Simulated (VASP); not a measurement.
# CuO (Tenorite) (Cc) in VASP: notebook

Aim: see how the results for CuO (Tenorite) move with the level of theory and the settings. Levels: PBEsol+U, PBE. Tasks: density of states.

All numbers are computed with VASP 6.6.1; they aren't measurements. Logs are shortened: lines on timing, memory, paths and dates and some standing lists are left out, and cuts for length are marked.

### Step 1. The cell of the first run

Symmetry: Cc, No. 9, monoclinic system. Conventional cell: a = 4.689 Å, b = 3.427 Å, c = 5.132 Å, α = 90.00°, β = 99.65°, γ = 90.00°. Within 2.5 Å of Cu (site symmetry 1) lie 4 O at 1.91 to 2.02 Å. Within 2.5 Å of O (site symmetry 1) lie 4 Cu at 1.91 to 2.02 Å.

### Step 2. Density of states, PBEsol+U

The input, POSCAR:

```
CuO
1.0
    2.3446500000     -1.7134000000      0.0000000000
    2.3446500000      1.7134000000      0.0000000000
   -0.8605543552      0.0000000000      5.0594363927
Cu O
2 2
Direct
    0.4968000000      0.0032000000      0.5000000000
    0.0032000000      0.4968000000      0.0000000000
    0.4056000000      0.5714000000      0.7537000000
    0.5714000000      0.4056000000      0.2537000000
```

The input, INCAR.step1:

```
SYSTEM = CuO
PREC     = Accurate       ! precision mode
ENCUT    = 520            ! plane-wave cutoff, eV
EDIFF    = 1E-6           ! SCF threshold, eV
ISMEAR   = -1             ! smearing method
SIGMA    = 0.05           ! smearing width, eV
LREAL    = .False.        ! projectors in reciprocal space
LASPH    = .True.         ! aspherical terms in the spheres
NELM     = 150            ! most SCF steps
ALGO     = Normal         ! electronic algorithm
ISIF     = 2              ! what is computed and relaxed
LWAVE    = .False.        ! write WAVECAR
LCHARG   = .True.         ! write CHGCAR
LMAXMIX  = 4              ! l up to which the mixer works
LDAU     = .True.         ! DFT+U
LDAUTYPE = 2            
LDAUL    = 2 -1           ! shell
LDAUU    = 4 0            ! U, eV
LDAUJ    = 0 0          
LDAUPRINT= 1            
GGA      = PS             ! functional
NBANDS   = 25             ! bands
```

The input, KPOINTS.step1:

```
regular mesh
0
Gamma
  10 10 5
  0 0 0
```

The input, INCAR.step2:

```
SYSTEM = CuO
PREC     = Accurate       ! precision mode
ENCUT    = 520            ! plane-wave cutoff, eV
EDIFF    = 1E-6           ! SCF threshold, eV
ISMEAR   = -5             ! smearing method
SIGMA    = 0.05           ! smearing width, eV
LREAL    = .False.        ! projectors in reciprocal space
LASPH    = .True.         ! aspherical terms in the spheres
NELM     = 150            ! most SCF steps
ALGO     = Normal         ! electronic algorithm
ISIF     = 2              ! what is computed and relaxed
LWAVE    = .False.        ! write WAVECAR
LCHARG   = .False.        ! write CHGCAR
LMAXMIX  = 4              ! l up to which the mixer works
LDAU     = .True.         ! DFT+U
LDAUTYPE = 2            
LDAUL    = 2 -1           ! shell
LDAUU    = 4 0            ! U, eV
LDAUJ    = 0 0          
LDAUPRINT= 1            
GGA      = PS             ! functional
LORBIT   = 10             ! projections on sites
NEDOS    = 1001           ! points of the DOS
ICHARG   = 11             ! starting density
```

The input, KPOINTS.step2:

```
regular mesh
0
Gamma
  15 15 8
  0 0 0
```

Potentials or basis: VASP PAW PBE potentials, release 64 (Cu, O).

The run is started by

```sh
cat potpaw_PBE.64/Cu/POTCAR potpaw_PBE.64/O/POTCAR > POTCAR
cp INCAR.step1 INCAR
cp KPOINTS.step1 KPOINTS
mpirun -np 1 vasp_std > vasp.out
cp INCAR.step2 INCAR
cp KPOINTS.step2 KPOINTS
mpirun -np 1 vasp_std > vasp.out
```

OUTCAR:

```text
SYSTEM = CuO
   PREC = Accurate
   ENCUT = 520
   EDIFF = 1E-6
   ISMEAR = -5
   LREAL = .False.
   LASPH = .True.
   NELM = 150
   ISIF = 2
   GGA = PS
   LORBIT = 10
   ICHARG = 11

 ion  position               nearest neighbor table
   1  0.497  0.003  0.500-   4 1.91   3 1.93   4 1.98   3 2.02
   2  0.003  0.497  0.000-   3 1.91   4 1.93   3 1.98   4 2.02
   3  0.406  0.571  0.754-   2 1.91   1 1.93   2 1.98   1 2.02
   4  0.571  0.406  0.254-   1 1.91   2 1.93   1 1.98   2 2.02

  LATTYP: Found a base centered monoclinic cell.
 ALAT       =     4.6893000000
 B/A-ratio  =     0.7307700510
 C/A-ratio  =     1.0944277397
 COS(beta)  =    -0.1676807457

  Lattice vectors:

 A1 = (   2.3446500000,  -1.7134000000,   0.0000000000)
 A2 = (   2.3446500000,   1.7134000000,   0.0000000000)
 A3 = (  -0.8605543552,   0.0000000000,   5.0594363927)

Analysis of symmetry for initial positions (statically):
=====================================================================
 Subroutine PRICEL returns:
 Original cell was already a primitive cell.

 Routine SETGRP: Setting up the symmetry group for a
 base centered monoclinic supercell.

 Subroutine GETGRP returns: Found  2 space group operations
 (whereof  1 operations were pure point group operations)
 out of a pool of  4 trial point group operations.

The static configuration has the point symmetry C_1 .
 The point group associated with its full space group is C_1h.

Analysis of symmetry for dynamics (positions and initial velocities):
=====================================================================
 Subroutine PRICEL returns:
 Original cell was already a primitive cell.

 Routine SETGRP: Setting up the symmetry group for a
 base centered monoclinic supercell.

 Subroutine GETGRP returns: Found  2 space group operations
 (whereof  1 operations were pure point group operations)
 out of a pool of  4 trial point group operations.

The dynamic configuration has the point symmetry C_1 .
 The point group associated with its full space group is C_1h.

 Subroutine INISYM returns: Found  2 space group operations
 (whereof  1 operations are pure point group operations),
 and found     1 'primitive' translations

----------------------------------------------------------------------------------------

                                     Primitive cell

  volume of cell :      40.6508

  direct lattice vectors                    reciprocal lattice vectors
     2.344650000 -1.713400000  0.000000000     0.213251445 -0.291817439  0.036271720
     2.344650000  1.713400000  0.000000000     0.213251445  0.291817439  0.036271720
    -0.860554355  0.000000000  5.059436393     0.000000000  0.000000000  0.197650474

  length of vectors
     2.903984019  2.903984019  5.132100000     0.363248171  0.363248171  0.197650474

  position of ions in fractional coordinates (direct lattice)
     0.496800000  0.003200000  0.500000000
     0.003200000  0.496800000  0.000000000
     0.405600000  0.571400000  0.753700000
     0.571400000  0.405600000  0.253700000

  ion indices of the primitive-cell ions
   primitive index   ion index
                 1           1
                 2           2
                 3           3
                 4           4

----------------------------------------------------------------------------------------

 KPOINTS: regular mesh

[... 106 lines left out ...]
  energy-cutoff  :      520.00
  volume of cell :       40.65
 maximum number of plane-waves:      1129
 NGX is ok and might be reduce to    24

atom =   1  type =  1  l = 2

 onsite density matrix

spin component  1

  0.9518 -0.0113 -0.0105 -0.0066  0.0023
 -0.0113  0.9048 -0.0010 -0.0793  0.0253
 -0.0105 -0.0010  0.9679 -0.0022 -0.0009
 -0.0066 -0.0793 -0.0022  0.8582  0.0329
  0.0023  0.0253 -0.0009  0.0329  0.9533

spin component  2

  0.9518 -0.0113 -0.0105 -0.0066  0.0023
 -0.0113  0.9048 -0.0010 -0.0793  0.0253
 -0.0105 -0.0010  0.9679 -0.0022 -0.0009
 -0.0066 -0.0793 -0.0022  0.8582  0.0329
  0.0023  0.0253 -0.0009  0.0329  0.9533

 occupancies and eigenvectors

  o =  0.7874  v = -0.0757 -0.5816 -0.0158 -0.7725  0.2428  0.0000  0.0000  0.0000  0.0000  0.0000      0.0000  0.0000  0.0000  0.0000  0.0000  0.0000  0.0000  0.0000  0.0000  0.0000
  o =  0.7874  v =  0.0000  0.0000  0.0000  0.0000  0.0000 -0.0757 -0.5816 -0.0158 -0.7725  0.2428      0.0000  0.0000  0.0000  0.0000  0.0000  0.0000  0.0000  0.0000  0.0000  0.0000
  o =  0.9463  v =  0.8722  0.1546  0.4178 -0.1852  0.0802  0.0000  0.0000  0.0000  0.0000  0.0000      0.0000  0.0000  0.0000  0.0000  0.0000  0.0000  0.0000  0.0000  0.0000  0.0000
  o =  0.9463  v =  0.0000  0.0000  0.0000  0.0000  0.0000  0.8722  0.1546  0.4178 -0.1852  0.0802      0.0000  0.0000  0.0000  0.0000  0.0000  0.0000  0.0000  0.0000  0.0000  0.0000
  o =  0.9630  v =  0.0252  0.3264 -0.2406 -0.4864 -0.7736  0.0000  0.0000  0.0000  0.0000  0.0000      0.0000  0.0000  0.0000  0.0000  0.0000  0.0000  0.0000  0.0000  0.0000  0.0000
  o =  0.9630  v =  0.0000  0.0000  0.0000  0.0000  0.0000  0.0252  0.3264 -0.2406 -0.4864 -0.7736      0.0000  0.0000  0.0000  0.0000  0.0000  0.0000  0.0000  0.0000  0.0000  0.0000
  o =  0.9651  v =  0.0000  0.0000  0.0000  0.0000  0.0000  0.1150 -0.6919  0.2696  0.3233 -0.5753      0.0000  0.0000  0.0000  0.0000  0.0000  0.0000  0.0000  0.0000  0.0000  0.0000
  o =  0.9651  v =  0.1150 -0.6919  0.2696  0.3233 -0.5753  0.0000  0.0000  0.0000  0.0000  0.0000      0.0000  0.0000  0.0000  0.0000  0.0000  0.0000  0.0000  0.0000  0.0000  0.0000
  o =  0.9741  v =  0.0000  0.0000  0.0000  0.0000  0.0000 -0.4686  0.2295  0.8335 -0.1667 -0.0728      0.0000  0.0000  0.0000  0.0000  0.0000  0.0000  0.0000  0.0000  0.0000  0.0000
  o =  0.9741  v = -0.4686  0.2295  0.8335 -0.1667 -0.0728  0.0000  0.0000  0.0000  0.0000  0.0000      0.0000  0.0000  0.0000  0.0000  0.0000  0.0000  0.0000  0.0000  0.0000  0.0000

atom =   2  type =  1  l = 2

 onsite density matrix

spin component  1

  0.9518 -0.0113  0.0105  0.0066 -0.0023
 -0.0113  0.9048  0.0010  0.0793 -0.0253
  0.0105  0.0010  0.9679 -0.0022 -0.0009
  0.0066  0.0793 -0.0022  0.8582  0.0329
 -0.0023 -0.0253 -0.0009  0.0329  0.9533

spin component  2

  0.9518 -0.0113  0.0105  0.0066 -0.0023
 -0.0113  0.9048  0.0010  0.0793 -0.0253
  0.0105  0.0010  0.9679 -0.0022 -0.0009
  0.0066  0.0793 -0.0022  0.8582  0.0329
 -0.0023 -0.0253 -0.0009  0.0329  0.9533

 occupancies and eigenvectors

  o =  0.7874  v =  0.0757  0.5816 -0.0158 -0.7725  0.2428  0.0000  0.0000  0.0000  0.0000  0.0000      0.0000  0.0000  0.0000  0.0000  0.0000  0.0000  0.0000  0.0000  0.0000  0.0000
  o =  0.7874  v =  0.0000  0.0000  0.0000  0.0000  0.0000  0.0757  0.5816 -0.0158 -0.7725  0.2428      0.0000  0.0000  0.0000  0.0000  0.0000  0.0000  0.0000  0.0000  0.0000  0.0000
  o =  0.9463  v =  0.8722  0.1546 -0.4178  0.1852 -0.0802  0.0000  0.0000  0.0000  0.0000  0.0000      0.0000  0.0000  0.0000  0.0000  0.0000  0.0000  0.0000  0.0000  0.0000  0.0000
  o =  0.9463  v =  0.0000  0.0000  0.0000  0.0000  0.0000  0.8722  0.1546 -0.4178  0.1852 -0.0802      0.0000  0.0000  0.0000  0.0000  0.0000  0.0000  0.0000  0.0000  0.0000  0.0000
  o =  0.9630  v = -0.0252 -0.3264 -0.2406 -0.4864 -0.7736  0.0000  0.0000  0.0000  0.0000  0.0000      0.0000  0.0000  0.0000  0.0000  0.0000  0.0000  0.0000  0.0000  0.0000  0.0000
  o =  0.9630  v =  0.0000  0.0000  0.0000  0.0000  0.0000 -0.0252 -0.3264 -0.2406 -0.4864 -0.7736      0.0000  0.0000  0.0000  0.0000  0.0000  0.0000  0.0000  0.0000  0.0000  0.0000
  o =  0.9651  v =  0.0000  0.0000  0.0000  0.0000  0.0000  0.1150 -0.6919 -0.2696 -0.3233  0.5753      0.0000  0.0000  0.0000  0.0000  0.0000  0.0000  0.0000  0.0000  0.0000  0.0000
  o =  0.9651  v =  0.1150 -0.6919 -0.2696 -0.3233  0.5753  0.0000  0.0000  0.0000  0.0000  0.0000      0.0000  0.0000  0.0000  0.0000  0.0000  0.0000  0.0000  0.0000  0.0000  0.0000
  o =  0.9741  v =  0.0000  0.0000  0.0000  0.0000  0.0000  0.4686 -0.2295  0.8335 -0.1667 -0.0728      0.0000  0.0000  0.0000  0.0000  0.0000  0.0000  0.0000  0.0000  0.0000  0.0000
  o =  0.9741  v =  0.4686 -0.2295  0.8335 -0.1667 -0.0728  0.0000  0.0000  0.0000  0.0000  0.0000      0.0000  0.0000  0.0000  0.0000  0.0000  0.0000  0.0000  0.0000  0.0000  0.0000

 number of electron      33.9999999 magnetization

 Free energy of the ion-electron system (eV)
  ---------------------------------------------------
  ext. energy  EPLUGINS =         0.00000000
  ---------------------------------------------------
  free energy    TOTEN  =       -18.60756511 eV

  energy without entropy =      -18.60756511  energy(sigma->0) =      -18.60756511

 E-fermi :   5.1056     XC(G=0): -12.1190

 val. band max:        5.1801376016   @ k =   0.3333   0.0667   0.0000
 cond. band min:       5.0437433143   @ k =   0.4667   0.2000   0.3750
 fundamental gap:     -0.1363942873
 Fermi energy:         5.1055924191

 k-point     1 :       0.0000    0.0000    0.0000
  band No.  band energies     occupation
      1     -14.4581      2.00000
      2     -13.1098      2.00000
      3      -2.9651      2.00000
      4      -0.5112      2.00000
      5      -0.2085      2.00000
      6       1.0750      2.00000
[... 565 lines left out ...]
     20      12.5981      0.00000
     21      13.0748      0.00000

 [... further k-points ...]
[... 5 lines left out ...]
  --------------------------------------------------------------------------------------
  -------------------------------------------------------------------------------------
  Total       -1.3915479     -0.8092242     -1.8199440      0.0000000      0.0000000     -0.1399011
  in kB      -54.8453493    -31.8941135    -71.7298112      0.0000000      0.0000000     -5.5139498
  external PRESSURE =     -52.8230913 kB  Pullay stress =       0.0000000 kB

 VOLUME and BASIS-vectors are now :
 -----------------------------------------------------------------------------
  energy-cutoff  :      520.00
  volume of cell :       40.65
      direct lattice vectors                 reciprocal lattice vectors
     2.344650000 -1.713400000  0.000000000     0.213251445 -0.291817439  0.036271720
     2.344650000  1.713400000  0.000000000     0.213251445  0.291817439  0.036271720
    -0.860554355  0.000000000  5.059436393     0.000000000  0.000000000  0.197650474

 POSITION                                       TOTAL-FORCE (eV/Angst)
 -----------------------------------------------------------------------------------
      0.74205     -0.84573      2.52972        -0.553918     -0.302032      0.220110
      1.17233      0.84573      0.00000        -0.553918      0.302032      0.220110
      1.64212      0.28408      3.81330         0.553918     -0.331602     -0.220110
      2.07240     -0.28408      1.28358         0.553918      0.331602     -0.220110
 -----------------------------------------------------------------------------------
    total drift:                               -0.001998      0.000000     -0.001316

  FREE ENERGIE OF THE ION-ELECTRON SYSTEM (eV)
  ---------------------------------------------------
  free  energy   TOTEN  =       -18.6075651081 eV

  energy  without entropy=      -18.6075651081  energy(sigma->0) =      -18.60756511

 total charge

# of ion       s       p       d       tot
------------------------------------------
    1        0.370   0.382   9.250  10.002
    2        0.370   0.382   9.250  10.002
    3        1.571   3.350   0.000   4.921
    4        1.571   3.350   0.000   4.921
--------------------------------------------------
tot          3.882   7.464  18.499  29.845
```

Wall time 4.6 min (1 thread of Intel Xeon 6975P-C, shared host); peak memory 0.45 GiB.

Results:

| Item | Value |
| --- | --- |
| Valence electrons inside the program's atomic spheres | Cu 10.00; O 4.92 |

Eigenvalues of the final occupation matrices:
```tsv
site	spin	trace	eigenvalues
site 1 d	1	4.64	0.79 0.95 0.96 0.97 0.97
site 1 d	2	4.64	0.79 0.95 0.96 0.97 0.97
site 2 d	1	4.64	0.79 0.95 0.96 0.97 0.97
site 2 d	2	4.64	0.79 0.95 0.96 0.97 0.97
```

Caveat: the PAW data sets were made with another functional, which shifts forces and pressure a little; U without spin polarisation on a metal has little footing; tetrahedron occupations give inexact forces and stress in metals.

### Step 3. Density of states, PBEsol+U

POSCAR is that of step 2.

The input, INCAR.step1:

```
SYSTEM = CuO
PREC = Accurate
ENCUT = 520
EDIFF = 1E-7
ISMEAR = -1
SIGMA = 0.05
LREAL = .FALSE.
LASPH = .TRUE.
NELM = 150
ALGO = Normal
ISIF = 2
LWAVE = .FALSE.
LCHARG = .TRUE.
LMAXMIX = 4
LDAU = .TRUE.
LDAUTYPE = 2
LDAUL = 2 -1
LDAUU = 8 0
LDAUJ = 0 0
LDAUPRINT = 1
GGA = PS
NBANDS = 25
```

The input, KPOINTS.step1:

```
regular mesh
0
G
  10 10 5
  0 0 0
```

The input, INCAR.step2:

```
SYSTEM = CuO
PREC = Accurate
ENCUT = 520
EDIFF = 1E-7
ISMEAR = -5
SIGMA = 0.05
LREAL = .FALSE.
LASPH = .TRUE.
NELM = 150
ALGO = Normal
ISIF = 2
LWAVE = .FALSE.
LCHARG = .FALSE.
LMAXMIX = 4
LDAU = .TRUE.
LDAUTYPE = 2
LDAUL = 2 -1
LDAUU = 8 0
LDAUJ = 0 0
LDAUPRINT = 1
GGA = PS
LORBIT = 10
NBANDS = 25
NEDOS = 2001
ICHARG = 11
```

The input, KPOINTS.step2:

```
regular mesh
0
G
  15 15 8
  0 0 0
```

Potentials or basis: VASP PAW PBE potentials, release 64 (Cu, O).

The run is started by

```sh
cat potpaw_PBE.64/Cu/POTCAR potpaw_PBE.64/O/POTCAR > POTCAR
cp INCAR.step1 INCAR
cp KPOINTS.step1 KPOINTS
mpirun -np 1 vasp_std > vasp.out
cp INCAR.step2 INCAR
cp KPOINTS.step2 KPOINTS
mpirun -np 1 vasp_std > vasp.out
```

Run time: 6.9 min. Hardware: 1 thread of Intel Xeon 6975P-C, shared host; peak memory 0.48 GiB.

It converged, with:

```
Valence electrons inside the program's atomic spheres : Cu 10.09; O 4.91
```

Levels at points of the mesh, in eV from the Fermi level:
| k point | band 14 | band 15 | band 16 | band 17 | band 18 | band 19 | band 20 | band 21 |
| --- | --- | --- | --- | --- | --- | --- | --- | --- |
| (0.00, 0.00, 0.00) | -2.42 | -2.42 | -2.00 | 0.27 | 0.98 | 2.12 | 6.81 | 8.61 |
| (0.00, 0.00, 0.50) | -3.12 | -1.73 | -1.73 | 0.37 | 0.37 | 4.39 | 4.39 | 12.21 |

Eigenvalues of the final occupation matrices:
```tsv
site	spin	trace	eigenvalues
site 1 d	1	4.70	0.81 0.96 0.97 0.97 0.98
site 1 d	2	4.70	0.81 0.96 0.97 0.97 0.98
site 2 d	1	4.70	0.81 0.96 0.97 0.97 0.98
site 2 d	2	4.70	0.81 0.96 0.97 0.97 0.98
```

Caveat: the PAW data sets were made with another functional, which shifts forces and pressure a little; U without spin polarisation on a metal has little footing; tetrahedron occupations give inexact forces and stress in metals.

### Step 4. Density of states, PBE

POSCAR is that of step 3.

The input, INCAR.step1:

```
SYSTEM = CuO
PREC = Accurate
ENCUT = 520
EDIFF = 1E-6
ISMEAR = -1
SIGMA = 0.05
LREAL = .FALSE.
LASPH = .TRUE.
NELM = 100
ALGO = Normal
ISIF = 2
LWAVE = .FALSE.
LCHARG = .TRUE.
LMAXMIX = 4
GGA = PE
NBANDS = 25
```

KPOINTS.step1 is that of step 3.

The input, INCAR.step2:

```
SYSTEM = CuO
PREC = Accurate
ENCUT = 520
EDIFF = 1E-6
ISMEAR = -5
SIGMA = 0.05
LREAL = .FALSE.
LASPH = .TRUE.
NELM = 100
ALGO = Normal
ISIF = 2
LWAVE = .FALSE.
LCHARG = .FALSE.
LMAXMIX = 4
GGA = PE
LORBIT = 11
NEDOS = 1001
ICHARG = 11
```

KPOINTS.step2 is that of step 3.

The run is started by

```sh
cat potpaw_PBE.64/Cu/POTCAR potpaw_PBE.64/O/POTCAR > POTCAR
cp INCAR.step1 INCAR
cp KPOINTS.step1 KPOINTS
mpirun -np 1 vasp_std > vasp.out
cp INCAR.step2 INCAR
cp KPOINTS.step2 KPOINTS
mpirun -np 1 vasp_std > vasp.out
```

It took 4.4 min on 1 thread of Intel Xeon Platinum 8488C (Sapphire Rapids), shared host; peak memory 0.44 GiB.

The run converged. Its results:

| Quantity | Value |
| --- | --- |
| Valence electrons inside the program's atomic spheres | Cu 9.91; O 4.96 |

Levels at points of the mesh, in eV from the Fermi level:
```tsv
k point	band 14	band 15	band 16	band 17	band 18	band 19	band 20	band 21
(0.00, 0.00, 0.00)	-2.22	-2.13	-1.65	0.22	0.92	1.71	6.06	8.16
(0.00, 0.00, 0.50)	-2.23	-1.47	-1.47	0.25	0.25	3.93	3.93	11.70
```

Caveat: semilocal functionals often make such compounds metallic where correlation or magnetic order opens a gap, which also shifts bond lengths; tetrahedron occupations give inexact forces and stress in metals.
